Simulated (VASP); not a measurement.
# Rh (I4/mmm) in VASP: notebook

The runs below take Rh through single point, with r2SCAN.

Everything below comes from runs of VASP 6.6.1. Logs are shortened: lines on timing, memory, paths and dates and some standing lists are left out, and cuts for length are marked.

**1. The cell of the first run**

Symmetry: I4/mmm, No. 139, tetragonal system. Conventional cell: a = 2.722 Å, b = 2.722 Å, c = 3.757 Å, α = 90.00°, β = 90.00°, γ = 90.00°. Within 3.5 Å of Rh (site symmetry 4/mmm) lie 12 Rh at 2.69 to 2.72 Å.

**2. Single point, r2SCAN**

The input, POSCAR:

```
Rh
1.0
    3.8492788677      0.0000000000     -0.0000000001
    0.0000000000      3.8492788677      0.0000000000
   -1.9246394338      0.0000000000      1.8784113878
Rh
2
Direct
    0.0000000000      0.0000000000      0.0000000000
    0.5000000000      0.5000000000      0.0000000000
```

The input, INCAR.step1:

```
SYSTEM = Rh
ALGO = Normal ; EDIFF = 1E-4
ENCUT = 520 ; GGA = PE
ISMEAR = 0 ; LASPH = .True.
LCHARG = .False. ; LREAL = .False.
LWAVE = .True. ; NBANDS = 22
NELM = 100 ; PREC = Accurate
SIGMA = 0.1
```

The input, INCAR.step2:

```
SYSTEM = Rh
ALGO = Normal ; EDIFF = 1E-6
ENCUT = 520 ; ISIF = 2
ISMEAR = 0 ; ISTART = 1
LASPH = .True. ; LCHARG = .False.
LMIXTAU = .True. ; LREAL = .False.
LWAVE = .False. ; METAGGA = R2SCAN
NBANDS = 22 ; NELM = 100
PREC = Accurate ; SIGMA = 0.1
```

The input, KPOINTS:

```
k-points
0
Gamma
  9 9 18
  0 0 0
```

Potentials or basis: VASP PAW PBE potentials, release 64 (Rh_pv).

Launch:

```sh
> cat potpaw_PBE.64/Rh_pv/POTCAR > POTCAR
> cp INCAR.step1 INCAR
> mpirun -np 1 vasp_std > vasp.out
> cp INCAR.step2 INCAR
> mpirun -np 1 vasp_std > vasp.out
```

OUTCAR:

```text
SYSTEM = Rh
   EDIFF = 1E-6
   ENCUT = 520
   ISIF = 2
   ISMEAR = 0
   ISTART = 1
   LASPH = .True.
   LREAL = .False.
   METAGGA = R2SCAN
   NELM = 100
   PREC = Accurate

 ion  position               nearest neighbor table
   1  0.000  0.000  0.000-   2 2.69   2 2.69   2 2.69   2 2.69   2 2.72   2 2.72   2 2.72   2 2.72

   2  0.500  0.500  0.000-   1 2.69   1 2.69   1 2.69   1 2.69   1 2.72   1 2.72   1 2.72   1 2.72

  LATTYP: Found a base centered orthorhombic cell.
 ALAT       =     3.7568227755
 B/A-ratio  =     1.0246101820
 C/A-ratio  =     1.0246101820

  Lattice vectors:

 A1 = (  -1.9246394338,   0.0000000000,   1.8784113878)
 A2 = (   1.9246394339,   0.0000000000,   1.8784113877)
 A3 = (   0.0000000000,   3.8492788677,   0.0000000000)

Analysis of symmetry for initial positions (statically):
=====================================================================
 Subroutine PRICEL returns following result:

  LATTYP: Found a body centered tetragonal cell.
 ALAT       =     2.7218511900
 C/A-ratio  =     1.3802454702

  Lattice vectors:

 A1 = (  -0.0000000000,   1.9246394338,  -1.8784113877)
 A2 = (  -0.0000000000,  -1.9246394338,  -1.8784113877)
 A3 = (  -1.9246394338,   0.0000000000,   1.8784113878)

   2 primitive cells build up your supercell.

 Routine SETGRP: Setting up the symmetry group for a
 base centered orthorhombic supercell.

 Subroutine GETGRP returns: Found  8 space group operations
 (whereof  8 operations were pure point group operations)
 out of a pool of  8 trial point group operations.

The static configuration has the point symmetry D_2h.

Analysis of symmetry for dynamics (positions and initial velocities):
=====================================================================
 Subroutine PRICEL returns following result:

  LATTYP: Found a body centered tetragonal cell.
 ALAT       =     2.7218511900
 C/A-ratio  =     1.3802454702

  Lattice vectors:

 A1 = (  -0.0000000000,   1.9246394338,  -1.8784113877)
 A2 = (  -0.0000000000,  -1.9246394338,  -1.8784113877)
 A3 = (  -1.9246394338,   0.0000000000,   1.8784113878)

   2 primitive cells build up your supercell.

 Routine SETGRP: Setting up the symmetry group for a
 base centered orthorhombic supercell.

[... 82 lines left out ...]
  0.333333  0.444444 -0.000000      8.000000
 [... further k-points ...]
   k-points           NKPTS =    250   k-points in BZ     NKDIM =    250   number of bands    NBANDS=     22
   number of dos      NEDOS =    301   number of ions     NIONS =      2
   total plane-waves  NPLWV =  18000
   dimension x,y,z NGX =    30 NGY =   30 NGZ =   20
   dimension x,y,z NGXF=    60 NGYF=   60 NGZF=   40
   ions per type =               2
   NGX,Y,Z   is equivalent  to a cutoff of  12.96, 12.96, 12.36 a.u.
   NGXF,Y,Z  is equivalent  to a cutoff of  25.91, 25.91, 24.73 a.u.
 SYSTEM =  Rh
   PREC   = accura    normal or accurate (medium, high low for compatibility)
   ISTART =      1    job   : 0-new  1-cont  2-samecut
   ICHARG =      0    charge: 1-file 2-atom 10-const
   ISPIN  =      1    spin polarized calculation?
   LNONCOLLINEAR =      F non collinear calculations
   LSORBIT =      F    spin-orbit coupling
   LASPH  =      T    aspherical Exc in radial PAW
   ENCUT  =  520.0 eV  38.22 Ry    6.18 a.u.   7.16  7.16  5.00*2*pi/ulx,y,z
   NELM   =    100;   NELMIN=  2; NELMDL=  0     # of ELM steps
   EDIFF  = 0.1E-05   stopping-criterion for ELM
   LREAL  =      F    real-space projection
[... 7 lines left out ...]
   TEBEG  =    0.0;   TEEND  =   0.0 temperature during run
   PSTRESS=    0.0 pullay stress
   NELECT =      30.0000    total number of electrons
   NUPDOWN=      -1.0000    fix difference up-down
   EMIN   =  10.00;   EMAX   =-10.00  energy-range for DOS
   EFERMI =   0.00;   METHOD = LEGACY
   ISMEAR =     0;   SIGMA  =   0.10  broadening in eV -4-tet -1-fermi 0-gaus
   EFERMI_NEDOS =   21; number of points for ismear=-14 and -15
   IALGO  =     38    algorithm
   IMIX   =      4    mixing-type and parameters
     AMIX     =   0.40;   BMIX     =  1.00
     AMIX_MAG =   1.60;   BMIX_MAG =  1.00
  volume/ion in A,a.u.               =      13.92        93.91
  Fermi-wavevector in a.u.,A,eV,Ry     =   1.678542  3.171984 38.334438  2.817502
  Thomas-Fermi vector in A             =   2.762612
   LORBIT       =      0    0 simple, 1 ext, 2 COOP (PROOUT), +10 PAW based schemes
   METAGGA = R2SCAN    functional components
   LHFCALC =     F    Hartree Fock is set to
   AEXX    =    0.0000 exact exchange contribution
   IVDW    =     0    specifies the selected vdW correction
   LEPSILON=     F    determine dielectric tensor
   LRPA    =     F    only Hartree local field effects (RPA)
 non-spin polarized calculation
 Gauss-broadening in eV      SIGMA  =   0.10
  energy-cutoff  :      520.00
  volume of cell :       27.83
 maximum number of plane-waves:       762
 NGX is ok and might be reduce to    30
   NGX = 15   NGY = 15   NGZ =  9

 number of electron      30.0000015 magnetization

 Free energy of the ion-electron system (eV)
  ---------------------------------------------------
  ext. energy  EPLUGINS =         0.00000000
  ---------------------------------------------------
  free energy    TOTEN  =       -48.27056206 eV

  energy without entropy =      -48.25761251  energy(sigma->0) =      -48.26408729

 E-fermi :  11.5018     XC(G=0): -15.1151

 val. band max:       11.4891419603   @ k =   0.3333   0.0000  -0.0000
 cond. band min:      11.5025870244   @ k =   0.2222   0.4444   0.1667
 fundamental gap:      0.0134450641
 Fermi energy:        11.5018269619

 k-point     1 :       0.0000    0.0000    0.0000
  band No.  band energies     occupation
      1     -36.9690      2.00000
      2     -36.5317      2.00000
      3     -36.5067      2.00000
      4     -36.2606      2.00000
      5     -36.2606      2.00000
      6     -36.2452      2.00000
[... 589 lines left out ...]
     21      28.6282      0.00000
     22      28.6620      0.00000

 [... further k-points ...]
[... 5 lines left out ...]
  --------------------------------------------------------------------------------------
  -------------------------------------------------------------------------------------
  Total       -0.8057160     -0.8058351      0.2005386      0.0000000      0.0000000      0.0000000
  in kB      -46.3813185    -46.3881763     11.5440747      0.0000000      0.0000000      0.0000000
  external PRESSURE =     -27.0751400 kB  Pullay stress =       0.0000000 kB

 VOLUME and BASIS-vectors are now :
 -----------------------------------------------------------------------------
  energy-cutoff  :      520.00
  volume of cell :       27.83
      direct lattice vectors                 reciprocal lattice vectors
     3.849278868  0.000000000 -0.000000000     0.259788920  0.000000000  0.266182373
     0.000000000  3.849278868  0.000000000     0.000000000  0.259788920  0.000000000
    -1.924639434  0.000000000  1.878411388     0.000000000  0.000000000  0.532364745

 POSITION                                       TOTAL-FORCE (eV/Angst)
 -----------------------------------------------------------------------------------
      0.00000      0.00000      0.00000         0.000000     -0.000000      0.000000
      1.92464      1.92464     -0.00000        -0.000000      0.000000     -0.000000
 -----------------------------------------------------------------------------------
    total drift:                                0.000000      0.000000     -0.000000

  FREE ENERGIE OF THE ION-ELECTRON SYSTEM (eV)
  ---------------------------------------------------
  free  energy   TOTEN  =       -48.2705620638 eV

  energy  without entropy=      -48.2576125092  energy(sigma->0) =      -48.26408729
```

OUTCAR.step1:

```text
SYSTEM = Rh
   EDIFF = 1E-4
   ENCUT = 520
   GGA = PE
   ISMEAR = 0
   LASPH = .True.
   LREAL = .False.
[... 844 lines left out ...]
      0.00000      0.00000      0.00000         0.000000     -0.000000     -0.000000
      1.92464      1.92464     -0.00000        -0.000000      0.000000      0.000000
 -----------------------------------------------------------------------------------
    total drift:                                0.000000      0.000000     -0.000000

  FREE ENERGIE OF THE ION-ELECTRON SYSTEM (eV)
  ---------------------------------------------------
  free  energy   TOTEN  =       -14.5134269409 eV

  energy  without entropy=      -14.5004450312  energy(sigma->0) =      -14.50693599
```

OSZICAR.step1:

```text
N       E                     dE             d eps       ncg     rms          rms(c)
DAV:   1     0.327223112921E+03    0.32722E+03   -0.18396E+04 11016   0.156E+03
DAV:   2    -0.812338415770E+01   -0.33535E+03   -0.32342E+03 11474   0.472E+02
DAV:   3    -0.154650807685E+02   -0.73417E+01   -0.72995E+01 12842   0.784E+01
DAV:   4    -0.155186740437E+02   -0.53593E-01   -0.53587E-01 12298   0.683E+00
DAV:   5    -0.155196080893E+02   -0.93405E-03   -0.93404E-03 12826   0.916E-01    0.139E+01
DAV:   6    -0.145512184864E+02    0.96839E+00   -0.22413E+00 12038   0.159E+01    0.477E+00
DAV:   7    -0.145196896196E+02    0.31529E-01   -0.48370E-02 12854   0.196E+00    0.220E+00
DAV:   8    -0.145138301390E+02    0.58595E-02   -0.82030E-03 11672   0.102E+00    0.367E-01
DAV:   9    -0.145134248509E+02    0.40529E-03   -0.30766E-04 12178   0.205E-01    0.181E-02
DAV:  10    -0.145134269409E+02   -0.20900E-05   -0.83003E-06  6472   0.304E-02
   1 F= -.14513427E+02 E0= -.14506936E+02  d E =-.129819E-01
```

It took 4.2 min on 1 thread of Intel Xeon 6975P-C (Granite Rapids), shared host; peak memory 0.24 GiB.

Results:

```yaml
Free_energy: -48.2706 eV
Pressure: -2.7 GPa
Band_gap_on_the_k_mesh: zero (bands 15 and 16 overlap by 2.20 eV)
```

Stress tensor (GPa, compression positive):
```
-4.64  0.00  0.00
 0.00 -4.64  0.00
 0.00  0.00  1.15
```

Levels at points of the mesh, in eV from the Fermi level:
| k point | band 11 | band 12 | band 13 | band 14 | band 15 | band 16 | band 17 | band 18 | band 19 | band 20 |
| --- | --- | --- | --- | --- | --- | --- | --- | --- | --- | --- |
| (0.00, 0.00, 0.00) | -3.19 | -2.93 | -1.21 | -0.89 | 0.51 | 0.91 | 1.14 | 3.30 | 12.49 | 13.96 |
| (0.00, 0.00, 0.50) | 0.50 | 0.51 | 0.91 | 1.05 | 1.05 | 1.14 | 3.30 | 3.84 | 12.49 | 13.19 |

Caveat: the stress differs along the axes, from -5 to 1 GPa; the PAW data sets were made with another functional, which shifts forces and pressure a little.

**3. Single point, r2SCAN**

POSCAR, as its differences from that of step 2:

```diff
@@ -4,3 +4,3 @@
     0.0000000000      3.8492788677      0.0000000000
-   -1.9246394338      0.0000000000      1.8784113878
+   -1.9246394338      0.0000000000      1.8779876619
 Rh
```

The input, INCAR.step1:

```
SYSTEM = Rh
ALGO = Normal
EDIFF = 1E-4
ENCUT = 520
GGA = PE
ISMEAR = 0
LASPH = .True.
LCHARG = .False.
LREAL = .False.
LWAVE = .True.
NBANDS = 22
NELM = 80
PREC = Accurate
SIGMA = 0.1
```

The input, INCAR.step2:

```
SYSTEM = Rh
ALGO = Normal
EDIFF = 1E-6
ENCUT = 520
ISIF = 2
ISMEAR = 0
ISTART = 1
LASPH = .True.
LCHARG = .False.
LMIXTAU = .True.
LREAL = .False.
LWAVE = .False.
METAGGA = R2SCAN
NBANDS = 22
NELM = 80
PREC = Accurate
SIGMA = 0.1
```

KPOINTS is that of step 2.

Potentials or basis: VASP PAW PBE potentials, release 64 (Rh_pv).

Launch:

```sh
> cat potpaw_PBE.64/Rh_pv/POTCAR > POTCAR
> cp INCAR.step1 INCAR
> mpirun -np 1 vasp_std > vasp.out
> cp INCAR.step2 INCAR
> mpirun -np 1 vasp_std > vasp.out
```

OUTCAR:

```text
SYSTEM = Rh
   EDIFF = 1E-6
   ENCUT = 520
   ISIF = 2
   ISMEAR = 0
   ISTART = 1
   LASPH = .True.
   LREAL = .False.
   METAGGA = R2SCAN
   NELM = 80
   PREC = Accurate

 ion  position               nearest neighbor table
   1  0.000  0.000  0.000-   2 2.69   2 2.69   2 2.69   2 2.69   2 2.72   2 2.72   2 2.72   2 2.72

   2  0.500  0.500  0.000-   1 2.69   1 2.69   1 2.69   1 2.69   1 2.72   1 2.72   1 2.72   1 2.72

  LATTYP: Found a base centered orthorhombic cell.
 ALAT       =     3.7559753237
 B/A-ratio  =     1.0248413624
 C/A-ratio  =     1.0248413624

  Lattice vectors:
[... 212 lines left out ...]
      4     -36.2569      2.00000
      5     -36.2569      2.00000
      6     -36.2413      2.00000
[... 589 lines left out ...]
     21      28.6322      0.00000
     22      28.6662      0.00000

 [... further k-points ...]
[... 5 lines left out ...]
  --------------------------------------------------------------------------------------
  -------------------------------------------------------------------------------------
  Total       -0.7979178     -0.7980388      0.2177500      0.0000000      0.0000000      0.0000000
  in kB      -45.9427776    -45.9497429     12.5376801      0.0000000      0.0000000      0.0000000
  external PRESSURE =     -26.4516135 kB  Pullay stress =       0.0000000 kB

 VOLUME and BASIS-vectors are now :
 -----------------------------------------------------------------------------
  energy-cutoff  :      520.00
  volume of cell :       27.83
      direct lattice vectors                 reciprocal lattice vectors
     3.849278868  0.000000000 -0.000000000     0.259788920  0.000000000  0.266242431
     0.000000000  3.849278868  0.000000000     0.000000000  0.259788920  0.000000000
    -1.924639434  0.000000000  1.877987662     0.000000000  0.000000000  0.532484861

 POSITION                                       TOTAL-FORCE (eV/Angst)
 -----------------------------------------------------------------------------------
      0.00000      0.00000      0.00000         0.000000      0.000000      0.000000
      1.92464      1.92464     -0.00000        -0.000000     -0.000000     -0.000000
 -----------------------------------------------------------------------------------
    total drift:                                0.000000      0.000000     -0.000000

  FREE ENERGIE OF THE ION-ELECTRON SYSTEM (eV)
  ---------------------------------------------------
  free  energy   TOTEN  =       -48.2705094645 eV

  energy  without entropy=      -48.2575637550  energy(sigma->0) =      -48.26403661
```

OUTCAR.step1:

```text
SYSTEM = Rh
   EDIFF = 1E-4
   ENCUT = 520
   GGA = PE
   ISMEAR = 0
   LASPH = .True.
   LREAL = .False.
[... 844 lines left out ...]
      0.00000      0.00000      0.00000         0.000000      0.000000     -0.000000
      1.92464      1.92464     -0.00000        -0.000000      0.000000      0.000000
 -----------------------------------------------------------------------------------
    total drift:                                0.000000      0.000000     -0.000000

  FREE ENERGIE OF THE ION-ELECTRON SYSTEM (eV)
  ---------------------------------------------------
  free  energy   TOTEN  =       -14.5131665254 eV

  energy  without entropy=      -14.5001861455  energy(sigma->0) =      -14.50667634
```

Run time: 4.4 min. Hardware: 1 thread of Intel Xeon 6975P-C (Granite Rapids), shared host; peak memory 0.24 GiB.

What came out:

- Free energy: -48.2705 eV
- Pressure: -2.6 GPa
- Band gap on the k mesh: zero (bands 15 and 16 overlap by 2.20 eV)

Caveat: the stress differs along the axes, from -5 to 1 GPa; the PAW data sets were made with another functional, which shifts forces and pressure a little.
